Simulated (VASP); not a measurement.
# Al3BiO (P6/mmm) in VASP: notebook, part 3 of 3

VASP 6.6.1.

### 6 Relaxation of cell and atoms, PBE

This run uses another cell than the first one, of 22.43 Å³/atom, 1.065 times its volume.

Input file INCAR:

```
SYSTEM = Al3BiO
ALGO = Normal
EDIFF = 1E-6
EDIFFG = -0.01
ENCUT = 600
GGA = PE
IBRION = 2
ISIF = 3
ISMEAR = 0
LASPH = .True.
LCHARG = .False.
LREAL = .False.
LWAVE = .False.
NELM = 60
NSW = 100
PREC = Accurate
SIGMA = 0.1
```

Input file KPOINTS:

```
k-points
0
Gamma
  12 12 8
  0 0 0
```

Input file POSCAR:

```
Al3BiO
1.0
    5.1706915617      0.0000000000      0.0000000000
   -2.5853457809      4.4779502476      0.0000000000
    0.0000000000      0.0000000000      4.8428832900
Al Bi O
3 1 1
Direct
    0.5000000000      0.0000000000      0.5000000000
    0.0000000000      0.5000000000      0.5000000000
    0.5000000000      0.5000000000      0.5000000000
    0.0000000000      0.0000000000      0.0000000000
    0.0000000000      0.0000000000      0.5000000000
```

Potentials or basis: VASP PAW PBE potentials, release 64 (Al, Bi_d, O).

Run with:

```console
$ cat potpaw_PBE.64/Al/POTCAR potpaw_PBE.64/Bi_d/POTCAR potpaw_PBE.64/O/POTCAR > POTCAR
$ mpirun -np 1 vasp_std > vasp.out
```

OUTCAR:

```text
SYSTEM = Al3BiO
   EDIFF = 1E-6
   EDIFFG = -0.01
   ENCUT = 600
   GGA = PE
   IBRION = 2
   ISIF = 3
   ISMEAR = 0
   LASPH = .True.
   LREAL = .False.
   NELM = 60
   NSW = 100
   PREC = Accurate

 ion  position               nearest neighbor table
   1  0.500  0.000  0.500-   5 2.59   5 2.59   2 2.59   2 2.59   3 2.59   3 2.59   4 3.54   4 3.54
                             4 3.54   4 3.54
   2  0.000  0.500  0.500-   3 2.59   3 2.59   1 2.59   1 2.59   5 2.59   5 2.59   4 3.54   4 3.54
                             4 3.54   4 3.54
   3  0.500  0.500  0.500-   2 2.59   2 2.59   5 2.59   5 2.59   1 2.59   1 2.59   4 3.54   4 3.54
                             4 3.54   4 3.54
   4  0.000  0.000  0.000-   5 2.42   5 2.42   1 3.54   1 3.54   1 3.54   1 3.54   3 3.54   3 3.54
                             3 3.54   3 3.54   2 3.54   2 3.54   2 3.54   2 3.54
   5  0.000  0.000  0.500-   4 2.42   4 2.42   1 2.59   1 2.59   3 2.59   3 2.59   2 2.59   2 2.59

  LATTYP: Found a hexagonal cell.
 ALAT       =     5.1706915617
 C/A-ratio  =     0.9366026250

  Lattice vectors:

 A1 = (   5.1706915617,   0.0000000000,   0.0000000000)
 A2 = (  -2.5853457809,   4.4779502476,   0.0000000000)
 A3 = (   0.0000000000,   0.0000000000,   4.8428832900)

Analysis of symmetry for initial positions (statically):
=====================================================================
 Subroutine PRICEL returns:
 Original cell was already a primitive cell.

 Routine SETGRP: Setting up the symmetry group for a
 hexagonal supercell.

 Subroutine GETGRP returns: Found 24 space group operations
 (whereof 24 operations were pure point group operations)
 out of a pool of 24 trial point group operations.

The static configuration has the point symmetry D_6h.

Analysis of symmetry for dynamics (positions and initial velocities):
=====================================================================
 Subroutine PRICEL returns:
 Original cell was already a primitive cell.

 Routine SETGRP: Setting up the symmetry group for a
 hexagonal supercell.

 Subroutine GETGRP returns: Found 24 space group operations
 (whereof 24 operations were pure point group operations)
 out of a pool of 24 trial point group operations.

The dynamic configuration has the point symmetry D_6h.

 Subroutine INISYM returns: Found 24 space group operations
 (whereof 24 operations are pure point group operations),
 and found     1 'primitive' translations

----------------------------------------------------------------------------------------

                                     Primitive cell

  volume of cell :     112.1326

  direct lattice vectors                    reciprocal lattice vectors
     5.170691562  0.000000000  0.000000000     0.193397728  0.111658230  0.000000000
    -2.585345781  4.477950248  0.000000000     0.000000000  0.223316461  0.000000000
     0.000000000  0.000000000  4.842883290     0.000000000  0.000000000  0.206488561

  length of vectors
     5.170691562  5.170691562  4.842883290     0.223316461  0.223316461  0.206488561

  position of ions in fractional coordinates (direct lattice)
     0.500000000  0.000000000  0.500000000
     0.000000000  0.500000000  0.500000000
     0.500000000  0.500000000  0.500000000
     0.000000000  0.000000000  0.000000000
     0.000000000  0.000000000  0.500000000

[... 40 lines left out ...]
  0.333333 -0.000000  0.000000      6.000000
  0.416667  0.000000  0.000000      6.000000
[... 16 lines left out ...]
  0.250000  0.000000  0.125000     12.000000
  0.333333 -0.000000  0.125000     12.000000
 [... further k-points ...]
   k-points           NKPTS =     95   k-points in BZ     NKDIM =     95   number of bands    NBANDS=     19
   number of dos      NEDOS =    301   number of ions     NIONS =      5
   total plane-waves  NPLWV =  70560
   dimension x,y,z NGX =    42 NGY =   42 NGZ =   40
   dimension x,y,z NGXF=    84 NGYF=   84 NGZF=   80
   ions per type =               3   1   1
   NGX,Y,Z   is equivalent  to a cutoff of  13.50, 13.50, 13.73 a.u.
   NGXF,Y,Z  is equivalent  to a cutoff of  27.01, 27.01, 27.46 a.u.
 SYSTEM =  Al3BiO
   PREC   = accura    normal or accurate (medium, high low for compatibility)
   ISTART =      0    job   : 0-new  1-cont  2-samecut
   ICHARG =      2    charge: 1-file 2-atom 10-const
   ISPIN  =      1    spin polarized calculation?
   LNONCOLLINEAR =      F non collinear calculations
   LSORBIT =      F    spin-orbit coupling
   LASPH  =      T    aspherical Exc in radial PAW
   ENCUT  =  600.0 eV  44.10 Ry    6.64 a.u.  10.33 10.33  9.67*2*pi/ulx,y,z
   NELM   =     60;   NELMIN=  2; NELMDL= -5     # of ELM steps
   EDIFF  = 0.1E-05   stopping-criterion for ELM
   LREAL  =      F    real-space projection
   EDIFFG = -.1E-01   stopping-criterion for IOM
   NSW    =    100    number of steps for IOM
   IBRION =      2    ionic relax: 0-MD 1-quasi-New 2-CG
   NFREE  =      1    steps in history (QN), initial steepest desc. (CG)
   ISIF   =      3    stress and relaxation
   ISYM   =      2    0-nonsym 1-usesym 2-fastsym
   POTIM  = 0.5000    time-step for ionic-motion
   TEBEG  =    0.0;   TEEND  =   0.0 temperature during run
   PSTRESS=    0.0 pullay stress
   NELECT =      30.0000    total number of electrons
   NUPDOWN=      -1.0000    fix difference up-down
   EMIN   =  10.00;   EMAX   =-10.00  energy-range for DOS
   EFERMI =   0.00;   METHOD = LEGACY
   ISMEAR =     0;   SIGMA  =   0.10  broadening in eV -4-tet -1-fermi 0-gaus
   EFERMI_NEDOS =   21; number of points for ismear=-14 and -15
   IALGO  =     38    algorithm
   IMIX   =      4    mixing-type and parameters
     AMIX     =   0.40;   BMIX     =  1.00
     AMIX_MAG =   1.60;   BMIX_MAG =  1.00
  volume/ion in A,a.u.               =      22.43       151.34
  Fermi-wavevector in a.u.,A,eV,Ry     =   1.054884  1.993441 15.140288  1.112780
  Thomas-Fermi vector in A             =   2.190061
   LORBIT       =      0    0 simple, 1 ext, 2 COOP (PROOUT), +10 PAW based schemes
   GGA     = PE    functional components
   LHFCALC =     F    Hartree Fock is set to
   AEXX    =    0.0000 exact exchange contribution
   IVDW    =     0    specifies the selected vdW correction
   LEPSILON=     F    determine dielectric tensor
   LRPA    =     F    only Hartree local field effects (RPA)
 conjugate gradient relaxation of ions
 non-spin polarized calculation
 Gauss-broadening in eV      SIGMA  =   0.10
  energy-cutoff  :      600.00
  volume of cell :      112.13
 maximum number of plane-waves:      3769
 NGX is ok and might be reduce to    42
   NGX = 21   NGY = 21   NGZ = 19

--------------------------------------- Ionic step        1  -------------------------------------------

 number of electron      30.0000003 magnetization

 Free energy of the ion-electron system (eV)
  ---------------------------------------------------
  ext. energy  EPLUGINS =         0.00000000
  ---------------------------------------------------
  free energy    TOTEN  =       -18.97000157 eV

  energy without entropy =      -18.95905472  energy(sigma->0) =      -18.96452815

------------------------ aborting loop because EDIFF is reached ----------------------------------------

  FORCE on cell =-STRESS in cart. coord.  units (eV):
  Direction    XX          YY          ZZ          XY          YZ          ZX
  --------------------------------------------------------------------------------------
  -------------------------------------------------------------------------------------
  Total        0.5879108      0.5879108     -0.5598633     -0.0000000      0.0000000      0.0000000
  in kB        8.4002101      8.4002101     -7.9994596     -0.0000000      0.0000000      0.0000000
  external PRESSURE =       2.9336536 kB  Pullay stress =       0.0000000 kB
[... 182 lines left out ...]
--------------------------------------- Ionic step        6  -------------------------------------------

 number of electron      30.0000011 magnetization

 Free energy of the ion-electron system (eV)
  ---------------------------------------------------
  ext. energy  EPLUGINS =         0.00000000
  ---------------------------------------------------
  free energy    TOTEN  =       -18.98011847 eV

  energy without entropy =      -18.96922817  energy(sigma->0) =      -18.97467332

 E-fermi :   5.0918     XC(G=0):  -9.1685

 val. band max:        5.0786956885   @ k =   0.4167   0.0000   0.0000
 cond. band min:       5.0949947156   @ k =   0.3333   0.0833   0.1250
 fundamental gap:      0.0162990270
 Fermi energy:         5.0918276240

 k-point     1 :       0.0000    0.0000    0.0000
  band No.  band energies     occupation
      1     -17.8317      2.00000
      2     -17.6940      2.00000
      3     -17.6940      2.00000
      4     -17.6117      2.00000
      5     -17.6117      2.00000
      6     -13.2306      2.00000
[... 505 lines left out ...]
      6     -13.2230      2.00000
[... 11 lines left out ...]
     18       7.0835      0.00000
     19       7.5487      0.00000

 [... further k-points ...]
[... 5 lines left out ...]
  --------------------------------------------------------------------------------------
  -------------------------------------------------------------------------------------
  Total       -0.0020837     -0.0020837      0.0184995      0.0000000      0.0000000      0.0000000
  in kB       -0.0295227     -0.0295227      0.2621029      0.0000000      0.0000000      0.0000000
  external PRESSURE =       0.0676859 kB  Pullay stress =       0.0000000 kB
[... 20 lines left out ...]
  FREE ENERGIE OF THE ION-ELECTRON SYSTEM (eV)
  ---------------------------------------------------
  free  energy   TOTEN  =       -18.9801184685 eV

  energy  without entropy=      -18.9692281709  energy(sigma->0) =      -18.97467332

 reached required accuracy - stopping structural energy minimisation
```

OSZICAR:

```text
N       E                     dE             d eps       ncg     rms          rms(c)
DAV:   1     0.227773787246E+03    0.22777E+03   -0.14702E+04  3610   0.163E+03
DAV:   2     0.717820195784E+01   -0.22060E+03   -0.21282E+03  3904   0.366E+02
DAV:   3    -0.198674285542E+02   -0.27046E+02   -0.26025E+02  4718   0.123E+02
[... 50 lines left out ...]
DAV:   1    -0.189803597261E+02   -0.26716E-03   -0.75417E-03  4541   0.112E+00    0.949E-02
DAV:   2    -0.189801773816E+02    0.18234E-03   -0.87677E-04  4351   0.314E-01    0.402E-02
DAV:   3    -0.189801324401E+02    0.44941E-04   -0.21853E-04  5642   0.150E-01    0.223E-02
DAV:   4    -0.189801194378E+02    0.13002E-04   -0.58616E-05  4697   0.876E-02    0.622E-03
DAV:   5    -0.189801184685E+02    0.96934E-06   -0.73617E-06  4436   0.209E-02
   6 F= -.18980118E+02 E0= -.18974673E+02  d E =-.358996E-03
```

CONTCAR:

```text
Al3BiO
   1.00000000000000
     5.2286556054264102   -0.0000000000006454    0.0000000000000000
    -2.6143278027643246    4.5281485819746061   -0.0000000000000000
     0.0000000000000000    0.0000000000000000    4.7762648115012141
  Al              Bi              O
     3     1     1
Direct
     0.5000000000000000    0.0000000000000000    0.5000000000000000
     0.0000000000000000    0.5000000000000000    0.5000000000000000
     0.5000000000000000    0.5000000000000000    0.5000000000000000
     0.0000000000000000    0.0000000000000000    0.0000000000000000
     0.0000000000000000    0.0000000000000000    0.5000000000000000

  0.00000000E+00  0.00000000E+00  0.00000000E+00
  0.00000000E+00  0.00000000E+00  0.00000000E+00
  0.00000000E+00  0.00000000E+00  0.00000000E+00
  0.00000000E+00  0.00000000E+00  0.00000000E+00
  0.00000000E+00  0.00000000E+00  0.00000000E+00
```

It took 8 min on 1 thread of AMD EPYC 9R45 (Zen 5), shared host; peak memory 0.41 GiB.

What came out:

```yaml
Free_energy: -18.9801 eV
Relaxed_volume: 22.62 Å³/atom
Relaxed_cell: a = 5.229 Å, b = 5.229 Å, c = 4.776 Å, α = 90.00°, β = 90.00°, γ = 120.00°
Space_group_after_relaxing_to_0.05_Å: P6/mmm (No. 191)
Energy_gained_by_relaxing: 2.0 meV/atom
Ionic_steps: 6
Pressure_after_relaxing: 0.0 GPa
Band_gap_on_the_k_mesh: zero (band 15 reaches 5.39 eV, above the bottom of band 16 at 4.44 eV)
```

The path:
| step | energy change (eV) | largest force (eV/Å) | pressure (GPa) | volume (Å³) |
| --- | --- | --- | --- | --- |
| 1 | 0.0000 | 0.0000 | 0.29 | 112.13 |
| 2 | -0.0072 | 0.0000 | 0.04 | 112.80 |
| 3 | -0.0098 | 0.0000 | -0.21 | 113.53 |
| 4 | -0.0098 | 0.0000 | -0.21 | 113.51 |
| 5 | -0.0101 | 0.0000 | 0.05 | 112.97 |
| 6 | -0.0101 | 0.0000 | 0.01 | 113.08 |

Final structure:
```
Al Bi O
1.0
     5.22866    0.00000    0.00000
    -2.61433    4.52815    0.00000
     0.00000    0.00000    4.77626
Al Bi O
3 1 1
Cartesian
  2.6143 0.0000 2.3881
  -1.3072 2.2641 2.3881
  1.3072 2.2641 2.3881
  0.0000 0.0000 0.0000
  0.0000 0.0000 2.3881
```

Levels at points of the mesh, in eV from the Fermi level:
| k point | band 11 | band 12 | band 13 | band 14 | band 15 | band 16 | band 17 | band 18 | band 19 |
| --- | --- | --- | --- | --- | --- | --- | --- | --- | --- |
| (0.00, 0.00, 0.00) | -5.29 | -3.09 | -1.37 | -1.37 | -0.33 | 0.37 | 0.37 | 3.52 | 3.97 |
| (0.50, 0.00, 0.00) | -5.47 | -2.78 | -0.67 | -0.31 | -0.25 | 0.04 | 1.37 | 1.92 | 2.79 |
| (0.00, 0.00, 0.50) | -2.94 | -2.27 | -1.06 | -1.00 | -1.00 | -0.58 | -0.58 | 1.92 | 2.70 |
| (0.50, 0.00, 0.50) | -3.32 | -2.64 | -2.12 | -1.29 | -1.11 | 0.14 | 0.29 | 2.97 | 3.44 |

Caveat: spin-orbit coupling is left out, which moves the levels of the heavy elements.

### 7 The runs side by side

| task | cell | k mesh | cutoff (eV) | gap on the mesh (eV) | pressure (GPa) | relaxed volume (Å³/atom) |
| --- | --- | --- | --- | --- | --- | --- |
| single point | a = 4.823, b = 4.823, c = 5.225 Å, angles 90.0, 90.0, 120.0°, 5 atoms | 6 × 6 × 4 | 520 | none | 6.1 | - |
| single point | a = 5.171, b = 5.171, c = 4.843 Å, angles 90.0, 90.0, 120.0°, 5 atoms | 6 × 6 × 4 | 520 | none | 0.2 | - |
| relaxation of cell and atoms | relaxed from a = 4.823, b = 4.823, c = 5.225 Å, angles 90.0, 90.0, 120.0°, 5 atoms | 6 × 6 × 4 | 600 | none | 0.1 | 22.44 |
| single point | a = 5.231, b = 5.231, c = 4.774 Å, angles 90.0, 90.0, 120.0°, 5 atoms | 12 × 12 × 8 | 520 | none | 0.0 | - |
| relaxation of cell and atoms | relaxed from a = 5.171, b = 5.171, c = 4.843 Å, angles 90.0, 90.0, 120.0°, 5 atoms | 12 × 12 × 8 | 600 | none | 0.0 | 22.62 |

Alike in all rows: level PBE; potentials or basis VASP PAW PBE potentials, release 64 (Al, Bi_d, O); no spin polarisation; smearing gaussian 0.1 eV.

Caveats: spin-orbit coupling is left out, which moves the levels of the heavy elements.

Absolute energies hang on the potentials; compare differences alone.
